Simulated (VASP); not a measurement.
# Au (C2/m) in VASP: single point with LDA

Aim: the single point of Au with LDA.

All numbers are computed with VASP 6.6.1; they aren't measurements. Logs are shortened: lines on timing, memory, paths and dates and some standing lists are left out, and cuts for length are marked.

## 1. The cell of the first run

It takes space group C2/m (No. 12, monoclinic). Conventional cell: a = 5.025 Å, b = 2.709 Å, c = 2.842 Å, α = 90.00°, β = 121.21°, γ = 90.00°. Au (site symmetry 2/m) has 12 Au at 2.71 to 2.97 Å within 3.6 Å.

## 2. Single point, LDA

Input file INCAR:

```
PREC = Accurate ; ENCUT = 520
EDIFF = 1E-6 ; ISMEAR = 0
SIGMA = 0.1 ; LREAL = F
LASPH = T ; NELM = 100
ALGO = Fast ; ISIF = 2
LWAVE = F ; LCHARG = F
NBANDS = 30
```

Input file KPOINTS:

```
Automatic mesh
0
Gamma
  7 7 15
```

Input file POSCAR:

```
Au
1.0
    5.2858850917      0.0000000000      0.1224813537
    0.0000000000      5.4182798822      0.0000000000
   -1.7081058700      0.0000000000      2.2709032172
Au
4
Direct
    0.0000000000      0.5000000000      0.0000000000
    0.5000000000      0.7500000000      0.0000000000
    0.0000000000      0.0000000000      0.0000000000
    0.5000000000      0.2500000000      0.0000000000
```

Potentials or basis: VASP PAW LDA potentials, release 64 (Au).

The run is started by

```sh
$ cat potpaw_LDA.64/Au/POTCAR > POTCAR
$ mpirun -np 1 vasp_std > vasp.out
```

OUTCAR:

```text
PREC = Accurate
   ENCUT = 520
   EDIFF = 1E-6
   ISMEAR = 0
   LREAL = F
   LASPH = T
   NELM = 100
   ISIF = 2

 ion  position               nearest neighbor table
   1  0.000  0.500  0.000-   3 2.71   3 2.71   2 2.85   4 2.85   2 2.85   4 2.85   2 2.97   4 2.97
                             4 2.97   2 2.97
   2  0.500  0.750  0.000-   4 2.71   4 2.71   1 2.85   3 2.85   1 2.85   3 2.85   1 2.97   3 2.97
                             1 2.97   3 2.97
   3  0.000  0.000  0.000-   1 2.71   1 2.71   2 2.85   4 2.85   2 2.85   4 2.85   2 2.97   4 2.97
                             4 2.97   2 2.97
   4  0.500  0.250  0.000-   2 2.71   2 2.71   1 2.85   3 2.85   1 2.85   3 2.85   1 2.97   3 2.97
                             3 2.97   1 2.97

  LATTYP: Found a simple monoclinic cell.
 ALAT       =     2.8415888311
 B/A-ratio  =     1.9067782865
 C/A-ratio  =     1.5148245600
 COS(beta)  =    -0.0552731097

  Lattice vectors:

 A1 = (  -1.7081058700,   0.0000000000,   2.2709032172)
 A2 = (   0.0000000000,  -5.4182798822,   0.0000000000)
 A3 = (   3.5777792217,   0.0000000000,   2.3933845709)

Analysis of symmetry for initial positions (statically):
=====================================================================
 Subroutine PRICEL returns following result:

  LATTYP: Found a base centered monoclinic cell.
 ALAT       =     5.0250630854
 B/A-ratio  =     0.5391255582
 C/A-ratio  =     0.5654832154
 COS(beta)  =    -0.5181358351

  Lattice vectors:

 A1 = (  -0.9348366758,   1.3545699706,  -2.3321438940)
 A2 = (  -0.9348366758,  -1.3545699706,  -2.3321438940)
 A3 = (  -1.7081058700,   0.0000000000,   2.2709032172)

   4 primitive cells build up your supercell.

 Routine SETGRP: Setting up the symmetry group for a
 simple monoclinic supercell.

 Subroutine GETGRP returns: Found  4 space group operations
 (whereof  4 operations were pure point group operations)
 out of a pool of  4 trial point group operations.

The static configuration has the point symmetry C_2h.

Analysis of symmetry for dynamics (positions and initial velocities):
=====================================================================
 Subroutine PRICEL returns following result:

  LATTYP: Found a base centered monoclinic cell.
 ALAT       =     5.0250630854
 B/A-ratio  =     0.5391255582
 C/A-ratio  =     0.5654832154
 COS(beta)  =    -0.5181358351

  Lattice vectors:

 A1 = (  -0.9348366758,   1.3545699706,  -2.3321438940)
 A2 = (  -0.9348366758,  -1.3545699706,  -2.3321438940)
 A3 = (  -1.7081058700,   0.0000000000,   2.2709032172)

   4 primitive cells build up your supercell.

 Routine SETGRP: Setting up the symmetry group for a
 simple monoclinic supercell.

 Subroutine GETGRP returns: Found  4 space group operations
 (whereof  4 operations were pure point group operations)
 out of a pool of  4 trial point group operations.

The dynamic configuration has the point symmetry C_2h.

 Subroutine INISYM returns: Found  4 space group operations
 (whereof  4 operations are pure point group operations),
 and found     4 'primitive' translations

----------------------------------------------------------------------------------------

                                     Primitive cell

  volume of cell :      16.5433

  direct lattice vectors                    reciprocal lattice vectors
    -0.934836676  1.354569971 -2.332143894    -0.185942317  0.369120836 -0.139860282
    -0.934836676 -1.354569971 -2.332143894    -0.185942317 -0.369120836 -0.139860282
    -1.708105870  0.000000000  2.270903217    -0.381913449  0.000000000  0.153089481

  length of vectors
     2.854413172  2.854413172  2.841588831     0.436332024  0.436332024  0.411453851

  position of ions in fractional coordinates (direct lattice)
     0.000000000  0.000000000  0.000000000

  ion indices of the primitive-cell ions
   primitive index   ion index
                 1           1

----------------------------------------------------------------------------------------

 KPOINTS: Automatic mesh

Automatic generation of k-mesh.
 Grid dimensions read from file:
 generate k-points for:    7    7   15

 Generating k-lattice:

  Cartesian coordinates                     Fractional coordinates (reciprocal lattice)
     0.026563188  0.000000000  0.019980040     0.142857143  0.000000000  0.000000000
     0.000000000  0.026365774  0.000000000     0.000000000  0.142857143  0.000000000
    -0.000668588  0.000000000  0.028854003     0.000000000  0.000000000  0.066666667

  Length of vectors
     0.033238607  0.026365774  0.028861748

  Shift w.r.t. Gamma in fractional coordinates (k-lattice)
     0.000000000  0.000000000  0.000000000

 Subroutine IBZKPT returns following result:
 ===========================================

 Found    212 irreducible k-points:

 Following reciprocal coordinates:
            Coordinates               Weight
  0.000000  0.000000  0.000000      1.000000
  0.142857  0.000000  0.000000      2.000000
  0.285714  0.000000 -0.000000      2.000000
  0.428571  0.000000 -0.000000      2.000000
  0.000000  0.142857  0.000000      2.000000
  0.142857  0.142857  0.000000      4.000000
[... 16 lines left out ...]
 -0.142857  0.000000  0.066667      2.000000
 -0.000000  0.142857  0.066667      4.000000
 [... further k-points ...]
   k-points           NKPTS =    212   k-points in BZ     NKDIM =    212   number of bands    NBANDS=     30
   number of dos      NEDOS =    301   number of ions     NIONS =      4
   total plane-waves  NPLWV =  38400
   dimension x,y,z NGX =    40 NGY =   40 NGZ =   24
   dimension x,y,z NGXF=    80 NGYF=   80 NGZF=   48
   ions per type =               4
   NGX,Y,Z   is equivalent  to a cutoff of  12.58, 12.27, 14.04 a.u.
   NGXF,Y,Z  is equivalent  to a cutoff of  25.15, 24.55, 28.08 a.u.
 SYSTEM =  unknown system
   PREC   = accura    normal or accurate (medium, high low for compatibility)
   ISTART =      0    job   : 0-new  1-cont  2-samecut
   ICHARG =      2    charge: 1-file 2-atom 10-const
   ISPIN  =      1    spin polarized calculation?
   LNONCOLLINEAR =      F non collinear calculations
   LSORBIT =      F    spin-orbit coupling
   LASPH  =      T    aspherical Exc in radial PAW
   ENCUT  =  520.0 eV  38.22 Ry    6.18 a.u.   9.83 10.07  5.28*2*pi/ulx,y,z
   NELM   =    100;   NELMIN=  2; NELMDL= -5     # of ELM steps
   EDIFF  = 0.1E-05   stopping-criterion for ELM
   LREAL  =      F    real-space projection
   EDIFFG = 0.1E-04   stopping-criterion for IOM
   NSW    =      0    number of steps for IOM
   IBRION =     -1    ionic relax: 0-MD 1-quasi-New 2-CG
   NFREE  =      0    steps in history (QN), initial steepest desc. (CG)
   ISIF   =      2    stress and relaxation
   ISYM   =      2    0-nonsym 1-usesym 2-fastsym
   POTIM  = 0.5000    time-step for ionic-motion
   TEBEG  =    0.0;   TEEND  =   0.0 temperature during run
   PSTRESS=    0.0 pullay stress
   NELECT =      44.0000    total number of electrons
   NUPDOWN=      -1.0000    fix difference up-down
   EMIN   =  10.00;   EMAX   =-10.00  energy-range for DOS
   EFERMI =   0.00;   METHOD = LEGACY
   ISMEAR =     0;   SIGMA  =   0.10  broadening in eV -4-tet -1-fermi 0-gaus
   EFERMI_NEDOS =   21; number of points for ismear=-14 and -15
   IALGO  =     68    algorithm
   IMIX   =      4    mixing-type and parameters
     AMIX     =   0.40;   BMIX     =  1.00
     AMIX_MAG =   1.60;   BMIX_MAG =  1.00
  volume/ion in A,a.u.               =      16.54       111.64
  Fermi-wavevector in a.u.,A,eV,Ry     =   1.428889  2.700208 27.779333  2.041723
  Thomas-Fermi vector in A             =   2.548902
   LORBIT       =      0    0 simple, 1 ext, 2 COOP (PROOUT), +10 PAW based schemes
   GGA     = CA    functional components
   LHFCALC =     F    Hartree Fock is set to
   AEXX    =    0.0000 exact exchange contribution
   IVDW    =     0    specifies the selected vdW correction
   LEPSILON=     F    determine dielectric tensor
   LRPA    =     F    only Hartree local field effects (RPA)
 non-spin polarized calculation
 RMM-DIIS sequential band-by-band and
 Gauss-broadening in eV      SIGMA  =   0.10
  energy-cutoff  :      520.00
  volume of cell :       66.17
 maximum number of plane-waves:      1800
   NGX = 19   NGY = 21   NGZ = 11

 number of electron      43.9999994 magnetization

 Free energy of the ion-electron system (eV)
  ---------------------------------------------------
  ext. energy  EPLUGINS =         0.00000000
  ---------------------------------------------------
  free energy    TOTEN  =       -17.68695556 eV

  energy without entropy =      -17.68268424  energy(sigma->0) =      -17.68481990

 E-fermi :   9.8362     XC(G=0): -13.1508

 val. band max:        9.8357865352   @ k =  -0.2857   0.2857   0.0667
 cond. band min:       9.8463234779   @ k =   0.2857   0.4286   0.2667
 fundamental gap:      0.0105369427
 Fermi energy:         9.8361975626

 k-point     1 :       0.0000    0.0000    0.0000
  band No.  band energies     occupation
      1      -0.4404      2.00000
      2       2.2387      2.00000
      3       2.7169      2.00000
      4       3.6663      2.00000
      5       3.6663      2.00000
      6       4.0385      2.00000
[... 22 lines left out ...]
     29      19.7912      0.00000
     30      20.0722      0.00000

 k-point     2 :       0.1429    0.0000    0.0000
  band No.  band energies     occupation
      1      -0.2260      2.00000
      2       2.2859      2.00000
      3       2.7902      2.00000
      4       3.0833      2.00000
      5       3.0833      2.00000
      6       4.1464      2.00000
[... 22 lines left out ...]
     29      21.2420      0.00000
     30      21.2420      0.00000

 k-point     3 :       0.2857    0.0000   -0.0000
  band No.  band energies     occupation
      1       0.3899      2.00000
      2       2.3458      2.00000
      3       2.5439      2.00000
      4       2.5439      2.00000
      5       2.9914      2.00000
      6       3.9238      2.00000
[... 22 lines left out ...]
     29      22.9051      0.00000
     30      22.9065      0.00000

 k-point     4 :       0.4286    0.0000   -0.0000
  band No.  band energies     occupation
      1       1.2863      2.00000
      2       2.0928      2.00000
      3       2.2629      2.00000
      4       2.2629      2.00000
      5       3.2746      2.00000
      6       3.6045      2.00000
[... 22 lines left out ...]
     29      23.3141      0.00000
     30      23.5023      0.00000

 k-point     5 :       0.0000    0.1429    0.0000
  band No.  band energies     occupation
      1      -0.2998      2.00000
      2       2.3707      2.00000
      3       2.7789      2.00000
      4       3.1465      2.00000
      5       3.7587      2.00000
      6       4.0476      2.00000
[... 22 lines left out ...]
     29      20.3490      0.00000
     30      21.1499      0.00000
[... 526 lines left out ...]
     29      23.4550      0.00000
     30      23.4673      0.00000

 k-point    22 :      -0.2857    0.0000    0.0667
  band No.  band energies     occupation
      1       0.1209      2.00000
      2       2.3712      2.00000
      3       2.8712      2.00000
      4       2.8712      2.00000
      5       2.9668      2.00000
      6       4.0656      2.00000
[... 22 lines left out ...]
     29      22.2900      0.00000
     30      22.2905      0.00000

 k-point    23 :      -0.1429    0.0000    0.0667
  band No.  band energies     occupation
      1      -0.2870      2.00000
      2       2.2998      2.00000
      3       2.8185      2.00000
      4       3.4960      2.00000
      5       3.4960      2.00000
      6       4.2246      2.00000
[... 22 lines left out ...]
     29      20.3328      0.00000
     30      20.3328      0.00000

 k-point    24 :      -0.0000    0.1429    0.0667
  band No.  band energies     occupation
      1      -0.1379      2.00000
      2       2.4416      2.00000
      3       2.8718      2.00000
      4       3.0532      2.00000
      5       3.6684      2.00000
      6       4.1545      2.00000
[... 22 lines left out ...]
     29      19.9326      0.00000
     30      21.4422      0.00000

 [... further k-points ...]

------------------------ aborting loop because EDIFF is reached ----------------------------------------

  FORCE on cell =-STRESS in cart. coord.  units (eV):
  Direction    XX          YY          ZZ          XY          YZ          ZX
  --------------------------------------------------------------------------------------
  -------------------------------------------------------------------------------------
  Total       -0.9315073      3.4854186      0.2209588      0.0000000      0.0000000     -0.0091298
  in kB      -22.5535560     84.3885861      5.3498298      0.0000000      0.0000000     -0.2210506
  external PRESSURE =      22.3949533 kB  Pullay stress =       0.0000000 kB

 VOLUME and BASIS-vectors are now :
 -----------------------------------------------------------------------------
  energy-cutoff  :      520.00
  volume of cell :       66.17
      direct lattice vectors                 reciprocal lattice vectors
     5.285885092  0.000000000  0.122481354     0.185942317  0.000000000  0.139860282
     0.000000000  5.418279882  0.000000000     0.000000000  0.184560418  0.000000000
    -1.708105870  0.000000000  2.270903217    -0.010028814  0.000000000  0.432810045

 POSITION                                       TOTAL-FORCE (eV/Angst)
 -----------------------------------------------------------------------------------
      0.00000      2.70914      0.00000        -0.000000      0.000000     -0.000000
      2.64294      4.06371      0.06124         0.000000     -0.000000     -0.000000
      0.00000      0.00000      0.00000        -0.000000      0.000000      0.000000
      2.64294      1.35457      0.06124        -0.000000      0.000000      0.000000
 -----------------------------------------------------------------------------------
    total drift:                                0.000000     -0.000000     -0.000000

  FREE ENERGIE OF THE ION-ELECTRON SYSTEM (eV)
  ---------------------------------------------------
  free  energy   TOTEN  =       -17.6869555640 eV

  energy  without entropy=      -17.6826842353  energy(sigma->0) =      -17.68481990
```

It took 8.3 min on 1 thread of Intel Xeon 8259CL, shared host; peak memory 0.39 GiB.

Results:

* Free energy: -17.6870 eV
* Pressure: 2.2 GPa
* Band gap on the k mesh: zero (bands 22 and 23 overlap by 4.12 eV)

Stress tensor (GPa, compression positive):
```
-2.26  0.00 -0.02
 0.00  8.44  0.00
-0.02  0.00  0.53
```

Caveat: spin-orbit coupling is left out, which moves the levels of the heavy elements.
